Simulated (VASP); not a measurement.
# Ag in VASP: single point with r2SCAN

Aim: the single point of Ag with r2SCAN.

Program: VASP 6.6.1. These are calculated values, not measurements. Logs are shortened: lines on timing, memory, paths and dates and some standing lists are left out, and cuts for length are marked.

## Step 1: The cell of the first run

The cell holds a slab with vacuum, 6 atoms: a = 2.902 Å, b = 2.902 Å, c = 25.260 Å, α = 90.00°, β = 90.00°, γ = 90.00°.

## Step 2: Single point, r2SCAN

Input file POSCAR:

```
Ag
1.0
    2.9020758515      0.0000000000      0.0000000000
    0.0000000000      2.9020758515      0.0000000000
    0.0000000000      0.0000000000     25.2603875706
Ag
6
Direct
    0.5000000000      0.5000000000      0.2969075585
    0.0000000000      0.0000000000      0.3781445351
    0.5000000000      0.5000000000      0.4593815117
    0.0000000000      0.0000000000      0.5406184883
    0.5000000000      0.5000000000      0.6218554649
    0.0000000000      0.0000000000      0.7030924415
```

Input file INCAR.step1:

```
SYSTEM = Ag
ALGO     = Normal         ! electronic algorithm
DIPOL    = 0.5 0.5 0.500
EDIFF    = 1E-4           ! SCF threshold, eV
ENCUT    = 520            ! plane-wave cutoff, eV
GGA      = PE             ! functional
IDIPOL   = 3            
ISMEAR   = 0              ! smearing method
LASPH    = .True.         ! aspherical terms in the spheres
LCHARG   = .False.        ! write CHGCAR
LDIPOL   = .True.       
LREAL    = .False.        ! projectors in reciprocal space
LWAVE    = .True.         ! write WAVECAR
NBANDS   = 42             ! bands
NELM     = 80             ! most SCF steps
PREC     = Accurate       ! precision mode
SIGMA    = 0.1            ! smearing width, eV
```

Input file INCAR.step2:

```
SYSTEM = Ag
ALGO     = Normal         ! electronic algorithm
DIPOL    = 0.5 0.5 0.500
EDIFF    = 1E-6           ! SCF threshold, eV
ENCUT    = 520            ! plane-wave cutoff, eV
IDIPOL   = 3            
ISIF     = 2              ! what is computed and relaxed
ISMEAR   = 0              ! smearing method
ISTART   = 1            
LASPH    = .True.         ! aspherical terms in the spheres
LCHARG   = .False.        ! write CHGCAR
LDIPOL   = .True.       
LMIXTAU  = .True.       
LREAL    = .False.        ! projectors in reciprocal space
LWAVE    = .False.        ! write WAVECAR
METAGGA  = R2SCAN         ! meta-GGA
NBANDS   = 42             ! bands
NELM     = 80             ! most SCF steps
PREC     = Accurate       ! precision mode
SIGMA    = 0.1            ! smearing width, eV
```

Input file KPOINTS:

```
k-points
0
Gamma
  12 12 1
  0 0 0
```

Potentials or basis: VASP PAW PBE potentials, release 64 (Ag).

Started as:

```bash
> cat potpaw_PBE.64/Ag/POTCAR > POTCAR
> cp INCAR.step1 INCAR
> mpirun -np 1 vasp_std > vasp.out
> cp INCAR.step2 INCAR
> mpirun -np 1 vasp_std > vasp.out
```

OUTCAR:

```text
SYSTEM = Ag
   EDIFF = 1E-6
   ENCUT = 520
   ISIF = 2
   ISMEAR = 0
   ISTART = 1
   LASPH = .True.
   LREAL = .False.
   METAGGA = R2SCAN
   NELM = 80
   PREC = Accurate

 ion  position               nearest neighbor table
   1  0.500  0.500  0.297-   2 2.90   2 2.90   2 2.90   2 2.90
   2  0.000  0.000  0.378-   1 2.90   1 2.90   1 2.90   1 2.90   3 2.90   3 2.90   3 2.90   3 2.90

   3  0.500  0.500  0.459-   4 2.90   4 2.90   4 2.90   4 2.90   2 2.90   2 2.90   2 2.90   2 2.90

   4  0.000  0.000  0.541-   3 2.90   3 2.90   3 2.90   3 2.90   5 2.90   5 2.90   5 2.90   5 2.90

   5  0.500  0.500  0.622-   6 2.90   6 2.90   6 2.90   6 2.90   4 2.90   4 2.90   4 2.90   4 2.90

   6  0.000  0.000  0.703-   5 2.90   5 2.90   5 2.90   5 2.90

  LATTYP: Found a simple tetragonal cell.
 ALAT       =     2.9020758515
 C/A-ratio  =     8.7042478774

  Lattice vectors:

 A1 = (   2.9020758515,   0.0000000000,   0.0000000000)
 A2 = (   0.0000000000,   2.9020758515,   0.0000000000)
 A3 = (   0.0000000000,   0.0000000000,  25.2603875706)

Analysis of symmetry for initial positions (statically):
=====================================================================
 Subroutine PRICEL returns:
 Original cell was already a primitive cell.

 Routine SETGRP: Setting up the symmetry group for a
 simple tetragonal supercell.

 Subroutine GETGRP returns: Found 16 space group operations
 (whereof  8 operations were pure point group operations)
 out of a pool of 16 trial point group operations.

The static configuration has the point symmetry C_4v.
 The point group associated with its full space group is D_4h.

Analysis of symmetry for dynamics (positions and initial velocities):
=====================================================================
 Subroutine PRICEL returns:
 Original cell was already a primitive cell.

 Routine SETGRP: Setting up the symmetry group for a
 simple tetragonal supercell.

 Subroutine GETGRP returns: Found 16 space group operations
 (whereof  8 operations were pure point group operations)
 out of a pool of 16 trial point group operations.

The dynamic configuration has the point symmetry C_4v.
 The point group associated with its full space group is D_4h.

 Subroutine INISYM returns: Found 16 space group operations
 (whereof  8 operations are pure point group operations),
 and found     1 'primitive' translations

----------------------------------------------------------------------------------------

                                     Primitive cell

  volume of cell :     212.7441

  direct lattice vectors                    reciprocal lattice vectors
     2.902075851  0.000000000  0.000000000     0.344580931  0.000000000  0.000000000
     0.000000000  2.902075851  0.000000000     0.000000000  0.344580931  0.000000000
     0.000000000  0.000000000 25.260387571     0.000000000  0.000000000  0.039587674

  length of vectors
     2.902075851  2.902075851 25.260387571     0.344580931  0.344580931  0.039587674

  position of ions in fractional coordinates (direct lattice)
     0.500000000  0.500000000  0.296907559
     0.000000000  0.000000000  0.378144535
     0.500000000  0.500000000  0.459381512
     0.000000000  0.000000000  0.540618488
     0.500000000  0.500000000  0.621855465
     0.000000000  0.000000000  0.703092441

  ion indices of the primitive-cell ions
   primitive index   ion index
                 1           1
                 2           2
                 3           3
                 4           4
                 5           5
                 6           6

----------------------------------------------------------------------------------------

 KPOINTS: k-points

Automatic generation of k-mesh.
 Grid dimensions read from file:
 generate k-points for:   12   12    1

 Generating k-lattice:

  Cartesian coordinates                     Fractional coordinates (reciprocal lattice)
     0.028715078  0.000000000  0.000000000     0.083333333  0.000000000  0.000000000
     0.000000000  0.028715078  0.000000000     0.000000000  0.083333333  0.000000000
     0.000000000  0.000000000  0.039587674     0.000000000  0.000000000  1.000000000

  Length of vectors
     0.028715078  0.028715078  0.039587674

  Shift w.r.t. Gamma in fractional coordinates (k-lattice)
     0.000000000  0.000000000  0.000000000

 Subroutine IBZKPT returns following result:
 ===========================================

 Found     28 irreducible k-points:

 Following reciprocal coordinates:
            Coordinates               Weight
  0.000000  0.000000  0.000000      1.000000
  0.083333  0.000000  0.000000      4.000000
  0.166667  0.000000  0.000000      4.000000
  0.250000  0.000000  0.000000      4.000000
  0.333333  0.000000  0.000000      4.000000
  0.416667  0.000000  0.000000      4.000000
[... 16 lines left out ...]
  0.333333  0.333333  0.000000      4.000000
  0.416667  0.333333  0.000000      8.000000
 [... further k-points ...]
   k-points           NKPTS =     28   k-points in BZ     NKDIM =     28   number of bands    NBANDS=     42
   number of dos      NEDOS =    301   number of ions     NIONS =      6
   total plane-waves  NPLWV = 110592
   dimension x,y,z NGX =    24 NGY =   24 NGZ =  192
   dimension x,y,z NGXF=    48 NGYF=   48 NGZF=  384
   ions per type =               6
   NGX,Y,Z   is equivalent  to a cutoff of  13.75, 13.75, 12.64 a.u.
   NGXF,Y,Z  is equivalent  to a cutoff of  27.50, 27.50, 25.27 a.u.
 SYSTEM =  Ag
   PREC   = accura    normal or accurate (medium, high low for compatibility)
   ISTART =      1    job   : 0-new  1-cont  2-samecut
   ICHARG =      0    charge: 1-file 2-atom 10-const
   ISPIN  =      1    spin polarized calculation?
   LNONCOLLINEAR =      F non collinear calculations
   LSORBIT =      F    spin-orbit coupling
   LASPH  =      T    aspherical Exc in radial PAW
   ENCUT  =  520.0 eV  38.22 Ry    6.18 a.u.   5.40  5.40 46.97*2*pi/ulx,y,z
   NELM   =     80;   NELMIN=  2; NELMDL=  0     # of ELM steps
   EDIFF  = 0.1E-05   stopping-criterion for ELM
   LREAL  =      F    real-space projection
   EDIFFG = 0.1E-04   stopping-criterion for IOM
   NSW    =      0    number of steps for IOM
   IBRION =     -1    ionic relax: 0-MD 1-quasi-New 2-CG
   NFREE  =      0    steps in history (QN), initial steepest desc. (CG)
   ISIF   =      2    stress and relaxation
   ISYM   =      2    0-nonsym 1-usesym 2-fastsym
   POTIM  = 0.5000    time-step for ionic-motion
   TEBEG  =    0.0;   TEEND  =   0.0 temperature during run
   PSTRESS=    0.0 pullay stress
   NELECT =      66.0000    total number of electrons
   NUPDOWN=      -1.0000    fix difference up-down
   EMIN   =  10.00;   EMAX   =-10.00  energy-range for DOS
   EFERMI =   0.00;   METHOD = LEGACY
   ISMEAR =     0;   SIGMA  =   0.10  broadening in eV -4-tet -1-fermi 0-gaus
   EFERMI_NEDOS =   21; number of points for ismear=-14 and -15
   IALGO  =     38    algorithm
   IMIX   =      4    mixing-type and parameters
     AMIX     =   0.40;   BMIX     =  1.00
     AMIX_MAG =   1.60;   BMIX_MAG =  1.00
  volume/ion in A,a.u.               =      35.46       239.28
  Fermi-wavevector in a.u.,A,eV,Ry     =   1.108248  2.094285 16.710862  1.228214
  Thomas-Fermi vector in A             =   2.244773
   LORBIT       =      0    0 simple, 1 ext, 2 COOP (PROOUT), +10 PAW based schemes
   METAGGA = R2SCAN    functional components
   LHFCALC =     F    Hartree Fock is set to
   AEXX    =    0.0000 exact exchange contribution
   IVDW    =     0    specifies the selected vdW correction
   LEPSILON=     F    determine dielectric tensor
   LRPA    =     F    only Hartree local field effects (RPA)
 non-spin polarized calculation
 Gauss-broadening in eV      SIGMA  =   0.10
  energy-cutoff  :      520.00
  volume of cell :      212.74
 maximum number of plane-waves:      5789
 NGX is ok and might be reduce to    24
   NGX = 11   NGY = 11   NGZ = 93

 number of electron      65.9999995 magnetization

 dipolmoment           0.000000      0.000000      0.000000 electrons x Angstroem

 Free energy of the ion-electron system (eV)
  ---------------------------------------------------
  ext. energy  EPLUGINS =         0.00000000
  ---------------------------------------------------
  free energy    TOTEN  =      -127.10019460 eV

  energy without entropy =     -127.09342024  energy(sigma->0) =     -127.09680742

 E-fermi :   1.8746     XC(G=0):  -6.9039

 val. band max:        1.8571966074   @ k =   0.5000   0.1667   0.0000
 cond. band min:       1.9957195076   @ k =   0.3333   0.1667   0.0000
 fundamental gap:      0.1385229002
 Fermi energy:         1.8745700330

 k-point     1 :       0.0000    0.0000    0.0000
  band No.  band energies     occupation
      1      -5.6984      2.00000
      2      -5.0107      2.00000
      3      -4.6842      2.00000
      4      -4.6018      2.00000
      5      -4.4455      2.00000
      6      -4.3729      2.00000
[... 34 lines left out ...]
     41       8.6702      0.00000
     42      10.6527      0.00000

 k-point     2 :       0.0833    0.0000    0.0000
  band No.  band energies     occupation
      1      -5.5564      2.00000
      2      -4.8904      2.00000
      3      -4.6181      2.00000
      4      -4.5225      2.00000
      5      -4.3875      2.00000
      6      -4.2857      2.00000
[... 34 lines left out ...]
     41       8.7671      0.00000
     42      10.7790      0.00000

 k-point     3 :       0.1667    0.0000    0.0000
  band No.  band energies     occupation
      1      -5.1657      2.00000
      2      -4.6248      2.00000
      3      -4.4874      2.00000
      4      -4.3252      2.00000
      5      -4.2475      2.00000
      6      -3.9885      2.00000
[... 34 lines left out ...]
     41       9.0434      0.00000
     42       9.9601      0.00000

 k-point     4 :       0.2500    0.0000    0.0000
  band No.  band energies     occupation
      1      -4.6721      2.00000
      2      -4.4714      2.00000
      3      -4.3304      2.00000
      4      -4.3187      2.00000
      5      -3.9701      2.00000
      6      -3.9584      2.00000
[... 844 lines left out ...]
     41       9.2106      0.00000
     42       9.2106      0.00000

 k-point    23 :       0.3333    0.3333    0.0000
  band No.  band energies     occupation
      1      -4.2360      2.00000
      2      -4.2348      2.00000
      3      -4.2193      2.00000
      4      -4.1444      2.00000
      5      -3.9264      2.00000
      6      -3.9221      2.00000
[... 34 lines left out ...]
     41       9.1819      0.00000
     42       9.5892      0.00000

 k-point    24 :       0.4167    0.3333    0.0000
  band No.  band energies     occupation
      1      -4.3731      2.00000
      2      -4.3627      2.00000
      3      -4.3544      2.00000
      4      -4.3124      2.00000
      5      -4.0516      2.00000
      6      -4.0318      2.00000
[... 34 lines left out ...]
     41       9.7713      0.00000
     42      10.0256      0.00000

 [... further k-points ...]

------------------------ aborting loop because EDIFF is reached ----------------------------------------

 vacuum level on the upper side and lower side of the slab       (xc-potential included)         0.024         0.024

  FORCE on cell =-STRESS in cart. coord.  units (eV):
  Direction    XX          YY          ZZ          XY          YZ          ZX
  --------------------------------------------------------------------------------------
  -------------------------------------------------------------------------------------
  Total       -1.3674166     -1.3674166     -0.6350085      0.0000000      0.0000000      0.0000000
  in kB      -10.2980243    -10.2980243     -4.7822536      0.0000000      0.0000000      0.0000000
  external PRESSURE =      -8.4594341 kB  Pullay stress =       0.0000000 kB

 VOLUME and BASIS-vectors are now :
 -----------------------------------------------------------------------------
  energy-cutoff  :      520.00
  volume of cell :      212.74
      direct lattice vectors                 reciprocal lattice vectors
     2.902075851  0.000000000  0.000000000     0.344580931  0.000000000  0.000000000
     0.000000000  2.902075851  0.000000000     0.000000000  0.344580931  0.000000000
     0.000000000  0.000000000 25.260387571     0.000000000  0.000000000  0.039587674

 POSITION                                       TOTAL-FORCE (eV/Angst)
 -----------------------------------------------------------------------------------
      1.45104      1.45104      7.50000         0.000000      0.000000      0.137686
      0.00000      0.00000      9.55208         0.000000     -0.000000     -0.134471
      1.45104      1.45104     11.60416         0.000000     -0.000000      0.006603
      0.00000      0.00000     13.65623         0.000000     -0.000000     -0.006603
      1.45104      1.45104     15.70831        -0.000000      0.000000      0.134471
      0.00000      0.00000     17.76039         0.000000     -0.000000     -0.137686
 -----------------------------------------------------------------------------------
    total drift:                                0.000000     -0.000000      0.000000

  FREE ENERGIE OF THE ION-ELECTRON SYSTEM (eV)
  ---------------------------------------------------
  free  energy   TOTEN  =      -127.1001945978 eV

  energy  without entropy=     -127.0934202418  energy(sigma->0) =     -127.09680742

 vacuum level on the upper side and lower side of the slab         6.080         6.080
```

Wall time 14 min (1 thread of AMD EPYC 9R45 (Zen 5), shared host); peak memory 0.43 GiB.

Results:

```yaml
Free_energy: -127.1002 eV
Largest_force: 0.138 eV/Å
Band_gap_on_the_k_mesh: zero (bands 33 and 34 overlap by 6.54 eV)
```

Forces in eV/Å, atoms in the order of the input:
```
Ag   0.000  0.000  0.138
Ag   0.000  0.000 -0.134
Ag   0.000  0.000  0.007
Ag   0.000  0.000 -0.007
Ag   0.000  0.000  0.134
Ag   0.000  0.000 -0.138
```

Caveat: the PAW data sets were made with another functional, which shifts forces and pressure a little.

The gap in the log of VASP goes by the Fermi energy; the results here count the filled bands.